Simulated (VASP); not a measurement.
# WS2 (R3m) in VASP: dielectric tensor with PBE

Aim: the dielectric tensor of WS2 with PBE.

All numbers are computed with VASP 6.6.1; they aren't measurements. Logs are shortened: lines on timing, memory, paths and dates and some standing lists are left out, and cuts for length are marked.

**1. The cell of the first run**

Symmetry: R3m, No. 160, trigonal system. Conventional cell: a = 3.172 Å, b = 3.172 Å, c = 18.712 Å, α = 90.00°, β = 90.00°, γ = 120.00°. Within 3.2 Å of W (site symmetry 3m) lie 6 S at 2.41 Å and 6 W at 3.17 Å. S (site symmetry 3m) has 3 W at 2.41 Å and 7 S at 3.12 to 3.17 Å within 3.2 Å. S (site symmetry 3m) has 3 W at 2.41 Å and 7 S at 3.12 to 3.17 Å within 3.2 Å.

**2. Dielectric tensor, PBE**

INCAR reads:

```
SYSTEM = WS2
PREC = Accurate ; ENCUT = 520
EDIFF = 1E-8 ; ISMEAR = 0
SIGMA = 0.01 ; LREAL = .FALSE.
LASPH = .TRUE. ; NELM = 60
ALGO = Normal ; ISIF = 2
LWAVE = .FALSE. ; LCHARG = .FALSE.
GGA = PE ; LEPSILON = .TRUE.
```

KPOINTS reads:

```
regular mesh
0
G
  8 8 8
  0 0 0
```

POSCAR reads:

```
WS2
1.0
    1.5858866975      0.9156121117      6.2374697059
   -1.5858866975      0.9156121117      6.2374697059
    0.0000000000     -1.8312242234      6.2374697059
W S
1 2
Direct
   -0.0000115688     -0.0000115688     -0.0000115688
    0.4167981694      0.4167981694      0.4167981694
    0.2498800661      0.2498800661      0.2498800661
```

Potentials or basis: VASP PAW PBE potentials, release 64 (W_sv, S).

Started as:

```
> cat potpaw_PBE.64/W_sv/POTCAR potpaw_PBE.64/S/POTCAR > POTCAR
> mpirun -np 1 vasp_std > vasp.out
```

OUTCAR:

```text
SYSTEM = WS2
   PREC = Accurate
   ENCUT = 520
   EDIFF = 1E-8
   ISMEAR = 0
   LREAL = .FALSE.
   LASPH = .TRUE.
   NELM = 60
   ISIF = 2
   GGA = PE
   LEPSILON = .TRUE.

 ion  position               nearest neighbor table
   1  1.000  1.000  1.000-   3 2.41   3 2.41   3 2.41   2 2.41   2 2.41   2 2.41
   2  0.417  0.417  0.417-   1 2.41   1 2.41   1 2.41
   3  0.250  0.250  0.250-   1 2.41   1 2.41   1 2.41

  LATTYP: Found a trigonal (rhomboedric) cell.
 ALAT       =     6.5007238434
 COS(alpha) =     0.8809715238

  Lattice vectors:

 A1 = (   1.5858866975,   0.9156121117,   6.2374697059)
 A2 = (  -1.5858866975,   0.9156121117,   6.2374697059)
 A3 = (   0.0000000000,  -1.8312242234,   6.2374697059)

Analysis of symmetry for initial positions (statically):
=====================================================================
 Subroutine PRICEL returns:
 Original cell was already a primitive cell.

 Routine SETGRP: Setting up the symmetry group for a
 trigonal (rhombohedral) supercell.

 Subroutine GETGRP returns: Found  6 space group operations
 (whereof  6 operations were pure point group operations)
 out of a pool of 12 trial point group operations.

The static configuration has the point symmetry C_3v.

Analysis of symmetry for dynamics (positions and initial velocities):
=====================================================================
 Subroutine PRICEL returns:
 Original cell was already a primitive cell.

 Routine SETGRP: Setting up the symmetry group for a
 trigonal (rhombohedral) supercell.

 Subroutine GETGRP returns: Found  6 space group operations
 (whereof  6 operations were pure point group operations)
 out of a pool of 12 trial point group operations.

The dynamic configuration has the point symmetry C_3v.

 Subroutine INISYM returns: Found  6 space group operations
 (whereof  6 operations are pure point group operations),
 and found     1 'primitive' translations

----------------------------------------------------------------------------------------

                                     Primitive cell

  volume of cell :      54.3430

  direct lattice vectors                    reciprocal lattice vectors
     1.585886698  0.915612112  6.237469706     0.315281035  0.182027591  0.053440473
    -1.585886698  0.915612112  6.237469706    -0.315281035  0.182027591  0.053440473
     0.000000000 -1.831224223  6.237469706     0.000000000 -0.364055181  0.053440473

  length of vectors
     6.500723843  6.500723843  6.500723843     0.367956600  0.367956600  0.367956600

  position of ions in fractional coordinates (direct lattice)
     0.999988431  0.999988431  0.999988431
     0.416798169  0.416798169  0.416798169
     0.249880066  0.249880066  0.249880066

  ion indices of the primitive-cell ions
   primitive index   ion index
                 1           1
                 2           2
                 3           3

----------------------------------------------------------------------------------------

 KPOINTS: regular mesh

Automatic generation of k-mesh.
 Grid dimensions read from file:
 generate k-points for:    8    8    8

 Generating k-lattice:

  Cartesian coordinates                     Fractional coordinates (reciprocal lattice)
     0.039410129  0.022753449  0.006680059     0.125000000  0.000000000  0.000000000
    -0.039410129  0.022753449  0.006680059     0.000000000  0.125000000  0.000000000
     0.000000000 -0.045506898  0.006680059     0.000000000  0.000000000  0.125000000

  Length of vectors
     0.045994575  0.045994575  0.045994575

  Shift w.r.t. Gamma in fractional coordinates (k-lattice)
     0.000000000  0.000000000  0.000000000

 Subroutine IBZKPT returns following result:
 ===========================================

 Found     65 irreducible k-points:

 Following reciprocal coordinates:
            Coordinates               Weight
  0.000000  0.000000  0.000000      1.000000
  0.125000  0.000000  0.000000      6.000000
  0.250000  0.000000  0.000000      6.000000
  0.375000  0.000000 -0.000000      6.000000
  0.500000  0.000000  0.000000      3.000000
  0.125000  0.125000  0.000000      6.000000
[... 16 lines left out ...]
  0.250000  0.125000  0.125000      6.000000
  0.375000  0.125000  0.125000      6.000000
 [... further k-points ...]
   k-points           NKPTS =     65   k-points in BZ     NKDIM =     65   number of bands    NBANDS=     17
   number of dos      NEDOS =    301   number of ions     NIONS =      3
   total plane-waves  NPLWV = 110592
   dimension x,y,z NGX =    48 NGY =   48 NGZ =   48
   dimension x,y,z NGXF=    96 NGYF=   96 NGZF=   96
   ions per type =               1   2
   NGX,Y,Z   is equivalent  to a cutoff of  12.28, 12.28, 12.28 a.u.
   NGXF,Y,Z  is equivalent  to a cutoff of  24.55, 24.55, 24.55 a.u.
 SYSTEM =  WS2
   PREC   = accura    normal or accurate (medium, high low for compatibility)
   ISTART =      0    job   : 0-new  1-cont  2-samecut
   ICHARG =      2    charge: 1-file 2-atom 10-const
   ISPIN  =      1    spin polarized calculation?
   LNONCOLLINEAR =      F non collinear calculations
   LSORBIT =      F    spin-orbit coupling
   LASPH  =      T    aspherical Exc in radial PAW
   ENCUT  =  520.0 eV  38.22 Ry    6.18 a.u.  12.09 12.09 12.09*2*pi/ulx,y,z
   NELM   =     60;   NELMIN=  2; NELMDL= -5     # of ELM steps
   EDIFF  = 0.1E-07   stopping-criterion for ELM
   LREAL  =      F    real-space projection
   EDIFFG = 0.1E-06   stopping-criterion for IOM
   NSW    =      0    number of steps for IOM
   IBRION =     -1    ionic relax: 0-MD 1-quasi-New 2-CG
   NFREE  =      0    steps in history (QN), initial steepest desc. (CG)
   ISIF   =      2    stress and relaxation
   ISYM   =      2    0-nonsym 1-usesym 2-fastsym
   POTIM  = 0.5000    time-step for ionic-motion
   TEBEG  =    0.0;   TEEND  =   0.0 temperature during run
   PSTRESS=    0.0 pullay stress
   NELECT =      26.0000    total number of electrons
   NUPDOWN=      -1.0000    fix difference up-down
   EMIN   =  10.00;   EMAX   =-10.00  energy-range for DOS
   EFERMI =   0.00;   METHOD = LEGACY
   ISMEAR =     0;   SIGMA  =   0.01  broadening in eV -4-tet -1-fermi 0-gaus
   EFERMI_NEDOS =   21; number of points for ismear=-14 and -15
   IALGO  =     38    algorithm
   IMIX   =      4    mixing-type and parameters
     AMIX     =   0.40;   BMIX     =  1.00
     AMIX_MAG =   1.60;   BMIX_MAG =  1.00
  volume/ion in A,a.u.               =      18.11       122.24
  Fermi-wavevector in a.u.,A,eV,Ry     =   1.280417  2.419638 22.306318  1.639468
  Thomas-Fermi vector in A             =   2.412846
   LORBIT       =      0    0 simple, 1 ext, 2 COOP (PROOUT), +10 PAW based schemes
   GGA     = PE    functional components
   LHFCALC =     F    Hartree Fock is set to
   AEXX    =    0.0000 exact exchange contribution
   IVDW    =     0    specifies the selected vdW correction
   LEPSILON=     T    determine dielectric tensor
   LRPA    =     F    only Hartree local field effects (RPA)
 non-spin polarized calculation
 Gauss-broadening in eV      SIGMA  =   0.01
  energy-cutoff  :      520.00
  volume of cell :       54.34
 maximum number of plane-waves:      1476
   NGX = 25   NGY = 25   NGZ = 25

--------------------------------------- Ionic step        1  -------------------------------------------

 number of electron      26.0000002 magnetization

 E-fermi :   7.3115     XC(G=0): -10.8098

 val. band max:        7.2210690609   @ k =   0.5000   0.5000   0.5000
 cond. band min:       8.4581399443   @ k =  -0.2500   0.1250   0.0000
 fundamental gap:      1.2370708834
 Fermi energy:         7.3115198822

 k-point     1 :       0.0000    0.0000    0.0000
  band No.  band energies     occupation
      1     -67.4146      2.00000
      2     -31.6632      2.00000
      3     -31.5041      2.00000
      4     -31.5041      2.00000
      5      -8.3487      2.00000
      6      -6.4093      2.00000
[... 9 lines left out ...]
     16       9.7230      0.00000
     17       9.7230      0.00000
[... 441 lines left out ...]
 k-point    24 :       0.3750    0.1250    0.1250
  band No.  band energies     occupation
      1     -67.4058      2.00000
      2     -31.6789      2.00000
      3     -31.6313      2.00000
      4     -31.5450      2.00000
      5      -7.3489      2.00000
      6      -6.2069      2.00000
[... 9 lines left out ...]
     16      10.0251      0.00000
     17      10.6199      0.00000

 [... further k-points ...]

  FORCE on cell =-STRESS in cart. coord.  units (eV):
  Direction    XX          YY          ZZ          XY          YZ          ZX
  --------------------------------------------------------------------------------------
  -------------------------------------------------------------------------------------
  Total        0.9435803      0.9435803      1.4017613      0.0000000      0.0000000      0.0000000
  in kB       27.8192923     27.8192923     41.3277038      0.0000000      0.0000000      0.0000000
  external PRESSURE =      32.3220961 kB  Pullay stress =       0.0000000 kB

 VOLUME and BASIS-vectors are now :
 -----------------------------------------------------------------------------
  energy-cutoff  :      520.00
  volume of cell :       54.34
      direct lattice vectors                 reciprocal lattice vectors
     1.585886698  0.915612112  6.237469706     0.315281035  0.182027591  0.053440473
    -1.585886698  0.915612112  6.237469706    -0.315281035  0.182027591  0.053440473
     0.000000000 -1.831224223  6.237469706     0.000000000 -0.364055181  0.053440473

 POSITION                                       TOTAL-FORCE (eV/Angst)
 -----------------------------------------------------------------------------------
      0.00000      0.00000     18.71219         0.000000      0.000000      0.001535
      0.00000      0.00000      7.79930         0.000000      0.000000      0.196411
      0.00000      0.00000      4.67586         0.000000     -0.000000     -0.197946
 -----------------------------------------------------------------------------------
    total drift:                               -0.000000     -0.000000     -0.000019

  FREE ENERGIE OF THE ION-ELECTRON SYSTEM (eV)
  ---------------------------------------------------
  free  energy   TOTEN  =       -23.6324724944 eV

  energy  without entropy=      -23.6324724944  energy(sigma->0) =      -23.63247249

 HEAD OF MICROSCOPIC STATIC DIELECTRIC TENSOR (INDEPENDENT PARTICLE, excluding Hartree and local field effects)
 ------------------------------------------------------
          14.353538     0.000000     0.000000
           0.000000    14.353538     0.000000
           0.000000    -0.000000     8.888946
 ------------------------------------------------------

 Free energy of the ion-electron system (eV)
  ---------------------------------------------------
  ---------------------------------------------------
  free energy    TOTEN  =        -2.03622438 eV

  energy without entropy =       -2.03622438

------------------------ aborting loop because EDIFF is reached ----------------------------------------

--------------------------------------- Ionic step        2  -------------------------------------------

------------------------ aborting loop because EDIFF is reached ----------------------------------------

--------------------------------------- Ionic step        3  -------------------------------------------

 Free energy of the ion-electron system (eV)
  ---------------------------------------------------
  ---------------------------------------------------
  free energy    TOTEN  =        -0.76340088 eV

  energy without entropy =       -0.76340088

------------------------ aborting loop because EDIFF is reached ----------------------------------------

 PIEZOELECTRIC TENSOR FIELD DIRECTION 3  (e Angst)
 -----------------------------------------------------------------------------
    -0.01478  0.00000  0.00000           ( -0.00059  0.00000  0.00000)
    -0.00000 -0.01478  0.00000           ( -0.00000 -0.00059 -0.00000)
    -0.00000  0.00000  0.17374           (  0.00000 -0.00000 -0.00007)

 PIEZOELECTRIC TENSOR FIELD DIRECTION 3  (C/m^2)
 -----------------------------------------------------------------------------
    -0.00436  0.00000  0.00000
    -0.00000 -0.00436  0.00000
    -0.00000  0.00000  0.05122

 MACROSCOPIC STATIC DIELECTRIC TENSOR (including local field effects in DFT)
 ------------------------------------------------------
          13.694357     0.000000     0.000000
           0.000000    13.694357     0.000000
           0.000000     0.000000     5.738562
 ------------------------------------------------------

 PIEZOELECTRIC TENSOR (including local field effects)  for field in x, y, z        (e  Angst)
          XX          YY          ZZ          XY          YZ          ZX
  --------------------------------------------------------------------------------
  x     0.00000     0.00000     0.00000     1.23926     0.00000     0.05621
  y     1.23926    -1.23926     0.00000     0.00000     0.05621     0.00000
  z    -0.01478    -0.01478     0.17374     0.00000     0.00000     0.00000

 PIEZOELECTRIC TENSOR (including local field effects)  for field in x, y, z        (C/m^2)
          XX          YY          ZZ          XY          YZ          ZX
  --------------------------------------------------------------------------------
  x     0.00000     0.00000     0.00000     0.36537     0.00000     0.01657
  y     0.36537    -0.36537     0.00000     0.00000     0.01657     0.00000
  z    -0.00436    -0.00436     0.05122     0.00000     0.00000     0.00000

 BORN EFFECTIVE CHARGES (including local field effects) (in |e|, cummulative output)
 ---------------------------------------------------------------------------------
 ion    1
    1    -0.50148     0.00000     0.00000
    2     0.00000    -0.50148     0.00000
    3     0.00000     0.00000    -0.41182
 ion    2
    1     0.24587     0.00000     0.00000
    2     0.00000     0.24587     0.00000
    3     0.00000     0.00000     0.17414
 ion    3
    1     0.25560    -0.00000     0.00000
    2     0.00000     0.25560     0.00000
    3     0.00000     0.00000     0.23768
```

Wall time 1.5 h (1 thread of Oxide Virtual Turin-like, shared host); peak memory 0.74 GiB.

What came out:

| Property | Result |
| --- | --- |
| Band gap on the k mesh | 1.24 eV (least direct gap 2.26 eV) |
| Electronic dielectric tensor (diagonal) | 13.69, 13.69, 5.74 |
| Born charges (mean of the diagonal) | W -0.47; S +0.22, +0.25 e |

Levels at points of the mesh, in eV from the valence-band top:
| k point | band 11 | band 12 | band 13 | band 14 | band 15 | band 16 |
| --- | --- | --- | --- | --- | --- | --- |
| (0.00, 0.00, 0.00) | -2.30 | -1.59 | -1.13 | 2.22 | 2.22 | 2.50 |
| (0.50, 0.00, 0.00) | -2.56 | -1.85 | -1.67 | 2.28 | 2.61 | 3.63 |
| (0.50, 0.50, 0.00) | -3.09 | -2.01 | -1.52 | 2.24 | 2.74 | 3.23 |
| (0.50, 0.50, 0.50) | -2.27 | -2.27 | 0.00 | 2.30 | 2.30 | 2.38 |

Electronic dielectric tensor:
```
13.69  0.00  0.00
 0.00 13.69  0.00
 0.00  0.00  5.74
```

Born effective charge tensors (e):
atom 1, W
```
-0.50  0.00  0.00
 0.00 -0.50  0.00
 0.00  0.00 -0.41
```
atom 2, S
```
0.25 0.00 0.00
0.00 0.25 0.00
0.00 0.00 0.17
```
atom 3, S
```
0.26 0.00 0.00
0.00 0.26 0.00
0.00 0.00 0.24
```

Caveat: spin-orbit coupling is left out, which moves the levels of the heavy elements. A k mesh can miss the band edges.
